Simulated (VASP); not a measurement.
# SrCl2 (Fm-3m) in VASP: G0W0 quasiparticle levels with PBE

Aim: the G0W0 quasiparticle levels of SrCl2 with PBE.

Program: VASP 6.6.1. These are calculated values, not measurements. Logs are shortened: lines on timing, memory, paths and dates and some standing lists are left out, and cuts for length are marked.

## Step 1: The cell of the first run

Symmetry: Fm-3m, No. 225, cubic system. The conventional cell has a = 6.995 Å, b = 6.995 Å, c = 6.995 Å, α = 90.00°, β = 90.00°, γ = 90.00°. Sr (site symmetry m-3m) has 8 Cl at 3.03 Å within 4.0 Å. Cl (site symmetry -43m) has 4 Sr at 3.03 Å and 6 Cl at 3.50 Å within 4.0 Å.

## Step 2: G0W0 quasiparticle levels, PBE

Contents of POSCAR:

```
SrCl2
1.0
    0.0000000000      3.4976509228      3.4976509228
    3.4976509228      0.0000000000      3.4976509228
    3.4976509228      3.4976509228      0.0000000000
Sr Cl
1 2
Direct
    0.0000000000      0.0000000000      0.0000000000
    0.2500000000      0.2500000000      0.2500000000
    0.7500000000      0.7500000000      0.7500000000
```

Contents of INCAR.step1:

```
SYSTEM = SrCl2
  PREC = Accurate
  ENCUT = 500
  EDIFF = 1E-8
  ISMEAR = 0
  SIGMA = 0.01
  LREAL = .FALSE.
  LASPH = .TRUE.
  NELM = 80
  ALGO = Normal
  LWAVE = .TRUE.
  LCHARG = .FALSE.
  GGA = PE
```

Contents of INCAR.step2:

```
SYSTEM = SrCl2
  PREC = Accurate
  ENCUT = 500
  EDIFF = 1E-8
  ISMEAR = 0
  SIGMA = 0.01
  LREAL = .FALSE.
  LASPH = .TRUE.
  NELM = 1
  ALGO = Exact
  LWAVE = .TRUE.
  LCHARG = .FALSE.
  GGA = PE
  NBANDS = 267
  LOPTICS = .TRUE.
  ISTART = 1
```

Contents of INCAR.step3:

```
SYSTEM = SrCl2
  PREC = Accurate
  ENCUT = 500
  EDIFF = 1E-8
  ISMEAR = 0
  SIGMA = 0.01
  LREAL = .FALSE.
  LASPH = .TRUE.
  ALGO = EVGW0
  LWAVE = .FALSE.
  LCHARG = .FALSE.
  GGA = PE
  NELMGW = 1
  NBANDS = 267
  ENCUTGW = 120.0
  NOMEGA = 48
  PRECFOCK = Fast
  ISTART = 1
  NBANDSGW = 20
```

Contents of KPOINTS:

```
regular mesh
0
G
  4 4 4
  0 0 0
```

Potentials or basis: VASP PAW PBE potentials, release 64 (Sr_sv_GW, Cl_GW).

On the command line:

```bash
cat potpaw_PBE.64/Sr_sv_GW/POTCAR potpaw_PBE.64/Cl_GW/POTCAR > POTCAR
cp INCAR.step1 INCAR
mpirun -np 1 vasp_std > vasp.out
cp INCAR.step2 INCAR
mpirun -np 1 vasp_std > vasp.out
cp INCAR.step3 INCAR
mpirun -np 1 vasp_std > vasp.out
```

OUTCAR:

```text
SYSTEM = SrCl2
   PREC = Accurate
   ENCUT = 500
   EDIFF = 1E-8
   ISMEAR = 0
   LREAL = .FALSE.
   LASPH = .TRUE.
   GGA = PE
   NELMGW = 1
   ENCUTGW = 120.0
   PRECFOCK = Fast
   ISTART = 1

 ion  position               nearest neighbor table
   1  0.000  0.000  0.000-
   2  0.250  0.250  0.250-
   3  0.750  0.750  0.750-

  LATTYP: Found a face centered cubic cell.
 ALAT       =     6.9953018456

  Lattice vectors:

 A1 = (   0.0000000000,   3.4976509228,   3.4976509228)
 A2 = (   3.4976509228,   0.0000000000,   3.4976509228)
 A3 = (   3.4976509228,   3.4976509228,   0.0000000000)

Analysis of symmetry for initial positions (statically):
=====================================================================
 Subroutine PRICEL returns:
 Original cell was already a primitive cell.

 Routine SETGRP: Setting up the symmetry group for a
 face centered cubic supercell.

 Subroutine GETGRP returns: Found 48 space group operations
 (whereof 48 operations were pure point group operations)
 out of a pool of 48 trial point group operations.

The static configuration has the point symmetry O_h .

Analysis of symmetry for dynamics (positions and initial velocities):
=====================================================================
 Subroutine PRICEL returns:
 Original cell was already a primitive cell.

 Routine SETGRP: Setting up the symmetry group for a
 face centered cubic supercell.

 Subroutine GETGRP returns: Found 48 space group operations
 (whereof 48 operations were pure point group operations)
 out of a pool of 48 trial point group operations.

The dynamic configuration has the point symmetry O_h .

 Subroutine INISYM returns: Found 48 space group operations
 (whereof 48 operations are pure point group operations),
 and found     1 'primitive' translations

----------------------------------------------------------------------------------------

                                     Primitive cell

  volume of cell :      85.5775

  direct lattice vectors                    reciprocal lattice vectors
     0.000000000  3.497650923  3.497650923    -0.142953088  0.142953088  0.142953088
     3.497650923  0.000000000  3.497650923     0.142953088 -0.142953088  0.142953088
     3.497650923  3.497650923  0.000000000     0.142953088  0.142953088 -0.142953088

  length of vectors
     4.946425371  4.946425371  4.946425371     0.247602011  0.247602011  0.247602011

  position of ions in fractional coordinates (direct lattice)
     0.000000000  0.000000000  0.000000000
     0.250000000  0.250000000  0.250000000
     0.750000000  0.750000000  0.750000000

  ion indices of the primitive-cell ions
   primitive index   ion index
                 1           1
                 2           2
                 3           3

----------------------------------------------------------------------------------------

 KPOINTS: regular mesh

Automatic generation of k-mesh.
 Grid dimensions read from file:
 generate k-points for:    4    4    4

 Generating k-lattice:

  Cartesian coordinates                     Fractional coordinates (reciprocal lattice)
    -0.035738272  0.035738272  0.035738272     0.250000000  0.000000000  0.000000000
     0.035738272 -0.035738272  0.035738272     0.000000000  0.250000000  0.000000000
     0.035738272  0.035738272 -0.035738272     0.000000000  0.000000000  0.250000000

  Length of vectors
     0.061900503  0.061900503  0.061900503

  Shift w.r.t. Gamma in fractional coordinates (k-lattice)
     0.000000000  0.000000000  0.000000000

 Subroutine IBZKPT returns following result:
 ===========================================

 Found      8 irreducible k-points:

 Following reciprocal coordinates:
            Coordinates               Weight
  0.000000  0.000000  0.000000      1.000000
  0.250000  0.000000  0.000000      8.000000
  0.500000  0.000000  0.000000      4.000000
  0.250000  0.250000  0.000000      6.000000
  0.500000  0.250000  0.000000     24.000000
 -0.250000  0.250000  0.000000     12.000000
  0.500000  0.500000  0.000000      3.000000
 -0.250000  0.500000  0.250000      6.000000
   k-points           NKPTS =      8   k-points in BZ     NKDIM =     64   number of bands    NBANDS=    267
   number of dos      NEDOS =    301   number of ions     NIONS =      3
   total plane-waves  NPLWV =  46656
   dimension x,y,z NGX =    36 NGY =   36 NGZ =   36
   dimension x,y,z NGXF=    72 NGYF=   72 NGZF=   72
   ions per type =               1   2
   NGX,Y,Z   is equivalent  to a cutoff of  12.10, 12.10, 12.10 a.u.
   NGXF,Y,Z  is equivalent  to a cutoff of  24.20, 24.20, 24.20 a.u.
 SYSTEM =  SrCl2
   PREC   = accura    normal or accurate (medium, high low for compatibility)
   ISTART =      1    job   : 0-new  1-cont  2-samecut
   ICHARG =      0    charge: 1-file 2-atom 10-const
   ISPIN  =      1    spin polarized calculation?
   LNONCOLLINEAR =      F non collinear calculations
   LSORBIT =      F    spin-orbit coupling
   LASPH  =      T    aspherical Exc in radial PAW
   ENCUT  =  500.0 eV  36.75 Ry    6.06 a.u.   9.02  9.02  9.02*2*pi/ulx,y,z
   NELM   =     60;   NELMIN=  2; NELMDL=  0     # of ELM steps
   EDIFF  = 0.1E-07   stopping-criterion for ELM
   LREAL  =      F    real-space projection
   EDIFFG = 0.1E-06   stopping-criterion for IOM
   NSW    =      0    number of steps for IOM
   IBRION =     -1    ionic relax: 0-MD 1-quasi-New 2-CG
   NFREE  =      0    steps in history (QN), initial steepest desc. (CG)
   ISIF   =      0    stress and relaxation
   ISYM   =      3    0-nonsym 1-usesym 2-fastsym
   POTIM  = 0.5000    time-step for ionic-motion
   TEBEG  =    0.0;   TEEND  =   0.0 temperature during run
   PSTRESS=    0.0 pullay stress
   NELECT =      24.0000    total number of electrons
   NUPDOWN=      -1.0000    fix difference up-down
   EMIN   =  10.00;   EMAX   =-10.00  energy-range for DOS
   EFERMI =   0.00;   METHOD = LEGACY
   ISMEAR =     0;   SIGMA  =   0.01  broadening in eV -4-tet -1-fermi 0-gaus
   EFERMI_NEDOS =   21; number of points for ismear=-14 and -15
   IALGO  =     38    algorithm
   IMIX   =      4    mixing-type and parameters
     AMIX     =   0.40;   BMIX     =  1.00
     AMIX_MAG =   1.60;   BMIX_MAG =  1.00
  volume/ion in A,a.u.               =      28.53       192.50
  Fermi-wavevector in a.u.,A,eV,Ry     =   1.071582  2.024997 15.623409  1.148288
  Thomas-Fermi vector in A             =   2.207327
   LORBIT       =      0    0 simple, 1 ext, 2 COOP (PROOUT), +10 PAW based schemes
   GGA     = PE    functional components
   LHFCALC =     T    Hartree Fock is set to
   PRECFOCK=fast      Normal, Fast or Accurate (Low or Medium for compatibility)
   ENCUT4O =  -1.0   cutoff for four orbital integrals eV
   NKREDX  =     1    reduce k-point grid by
   NKREDY  =     1    reduce k-point grid by
   NKREDZ  =     1    reduce k-point grid by
   AEXX    =    1.0000 exact exchange contribution
   HFSCREEN=    0.0000 screening length (either q_TF or 0.3 A-1)
   HFSCREENC=   0.0000 screening length for correlation (either q_TF or 0.3 A-1)
   ENCUTFOCK=  -1.0 apply spherical cutoff to Coloumb kernel
   IVDW    =     0    specifies the selected vdW correction
   LEPSILON=     F    determine dielectric tensor
   LRPA    =     F    only Hartree local field effects (RPA)
   LRPAFORCE           =     F    calculate RPA forces
   ENCUTGW             = 120.0    cutoff for response function in eV
   ENCUTGWSOFT         =  96.0    soft cutoff for Coulomb kernel in GW response function in eV
   ENCUTLF             =  -1.0    cutoff for local field effects
   NELMGW              =     1    number of iterations in solving QP/BSE equation
   NELMHF              =     1    number of iterations in the inner HF iteration
   NKREDLFX            =     1    NKREDLFY  =   1   NKREDLFZ  =   1
 non-spin polarized calculation
 Gauss-broadening in eV      SIGMA  =   0.01
  energy-cutoff  :      500.00
  volume of cell :       85.58
 maximum number of plane-waves:      2200
  NGX = 20; NGY = 20; NGZ = 20
   NGX = 17   NGY = 17   NGZ = 17
 maximum number of plane-waves:       266
 NGX is ok and might be reduce to    18

 QP shifts <psi_nk| G(iteration)W_0 |psi_nk>: iteration 1
 for sc-GW calculations column KS-energies equals QP-energies in previous step
 and V_xc(KS)=  KS-energies - (<T + V_ion + V_H > + <T+V_H+V_ion>^1  + <V_x>^1)

 k-point   1 :       0.0000    0.0000    0.0000
  band No.  KS-energies  QP-energies   sigma(KS)   V_xc(KS)     V^pw_x(r,r')   Z            occupation Imag(sigma)

      1     -32.3203     -33.8627     -19.9148     -17.4685     -28.9579       0.6305       2.0000       0.8655
      2     -14.3050     -16.8312     -19.7034     -16.5458     -23.0174       0.8000       2.0000       0.2112
      3     -14.3050     -16.8312     -19.7034     -16.5458     -23.0174       0.8000       2.0000       0.2112
      4     -14.3050     -16.8312     -19.7034     -16.5458     -23.0174       0.8000       2.0000       0.2112
      5     -12.7400     -13.9074     -16.6748     -14.9503     -24.2466       0.6769       2.0000       1.3553
      6     -11.9083     -13.0308     -17.3316     -15.6825     -24.6894       0.6807       2.0000       1.1729
[... 12 lines left out ...]
     19       9.8239      11.6550     -10.8921     -13.1649      -6.7755       0.8057       0.0000      -0.1666
     20       9.8239      11.6550     -10.8921     -13.1649      -6.7755       0.8057       0.0000      -0.1666

 k-point   2 :       0.2500    0.0000    0.0000
  band No.  KS-energies  QP-energies   sigma(KS)   V_xc(KS)     V^pw_x(r,r')   Z            occupation Imag(sigma)

      1     -32.3188     -33.8621     -19.9125     -17.4707     -28.9588       0.6320       2.0000       0.8645
      2     -14.4629     -16.8331     -19.2943     -16.2466     -23.0699       0.7777       2.0000       0.3460
      3     -14.3117     -16.8412     -19.6967     -16.5350     -23.0156       0.8000       2.0000       0.2152
      4     -14.3117     -16.8412     -19.6967     -16.5350     -23.0156       0.8000       2.0000       0.2152
      5     -12.4700     -13.6977     -17.1095     -15.3144     -24.2902       0.6839       2.0000       1.2253
      6     -12.0053     -13.1544     -17.3137     -15.6303     -24.6076       0.6826       2.0000       1.1749
[... 12 lines left out ...]
     19      10.1089      11.3655      -9.0553     -10.5974      -5.1338       0.8149       0.0000      -0.1663
     20      10.7672      11.9453      -8.4679      -9.9095      -4.6281       0.8173       0.0000      -0.1632
[... 102 lines left out ...]
      3     -14.3370     -16.8629     -19.6675     -16.4916     -23.0045       0.7953       2.0000       0.2302
      4     -14.3370     -16.8629     -19.6675     -16.4916     -23.0045       0.7953       2.0000       0.2302
      5     -12.2034     -13.3260     -17.0943     -15.4220     -24.5324       0.6713       2.0000       1.2345
      6     -11.9989     -13.3263     -17.7971     -15.9223     -24.4130       0.7081       2.0000       1.0466
[... 12 lines left out ...]
     19      10.3857      11.5781      -9.2914     -10.7667      -5.2520       0.8082       0.0000      -0.1731
     20      10.6675      11.7901      -7.9155      -9.2613      -4.3041       0.8341       0.0000      -0.1290

 k-point   8 :      -0.2500    0.5000    0.2500
  band No.  KS-energies  QP-energies   sigma(KS)   V_xc(KS)     V^pw_x(r,r')   Z            occupation Imag(sigma)

      1     -32.3163     -33.8759     -19.9087     -17.4743     -28.9601       0.6406       2.0000       0.8626
      2     -14.4985     -16.8565     -19.2506     -16.2104     -23.0743       0.7756       2.0000       0.3591
      3     -14.4985     -16.8565     -19.2506     -16.2104     -23.0743       0.7756       2.0000       0.3591
      4     -14.3373     -16.8612     -19.6663     -16.4904     -23.0034       0.7947       2.0000       0.2304
      5     -12.0926     -13.3291     -17.4968     -15.7065     -24.4632       0.6907       2.0000       1.1261
      6     -12.0926     -13.3291     -17.4968     -15.7065     -24.4632       0.6907       2.0000       1.1261
[... 12 lines left out ...]
     19      11.1508      12.1579      -7.4268      -8.6573      -3.5416       0.8185       0.0000      -0.1907
     20      11.4256      12.6068      -8.6145     -10.0704      -4.6171       0.8113       0.0000      -0.1792
```

Wall time 17 min (1 thread of Intel Xeon Platinum 8259CL at 2.50GHz (Skylake/Cascade Lake), shared host); peak memory 1.1 GiB.

What came out:

```yaml
Band_gap_on_the_k_mesh_mean-field_level: 5.31 eV, indirect (least direct gap 5.51 eV)
Quasiparticle_gap: 7.44 eV
Least_direct_quasiparticle_gap: 7.83 eV
```

Caveat: bands, screening cutoff and mesh are small and nothing is extrapolated, so the quasiparticle values aren't converged. A k mesh can miss the band edges.
